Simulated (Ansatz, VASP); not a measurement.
Two plane-wave programs on Rh

```xyz
1
Lattice="0.0000 1.9966 1.9966 1.9966 0.0000 1.9966 1.9966 1.9966 0.0000" Properties=species:S:1:pos:R:3 pbc="T T T"
Rh    0.0000    0.0000    0.0000
```

Change from the starting cell: strain +0.050 along x and y, +0.050 along z, atoms carried along.

Alike in both runs: task single point; functional PBEsol; k mesh 22 × 22 × 22; occupations gaussian, width 0.15 eV; no spin polarisation.

|  | VASP | Ansatz |
| --- | --- | --- |
| version | VASP 6.6.1 | Ansatz 0.2.0 |
| potentials or method | VASP PAW PBE potentials, release 64 (Rh_pv), cutoff 520 eV | scalar-relativistic, plane waves, PAW |
| valence electrons in the cell | 15 | 17 |

|  | VASP | Ansatz | Ansatz less VASP |
| --- | --- | --- | --- |
| gap on the k mesh at the Fermi level (eV) | none | none | - |
| pressure (GPa) | -31.7 | -31.6 | +0.02 |

VASP's potentials were made for PBE, not for PBEsol. A gap of «none» marks a metal or a gap that the smearing closes. Both programs put the cell under strong tension, so it lies far from rest at this level. VASP's potentials hold 15 valence electrons a cell and Ansatz's 17, so a difference there can come from the potentials and not from the codes.

Noted on VASP's run: the cell as given lies far from equilibrium.
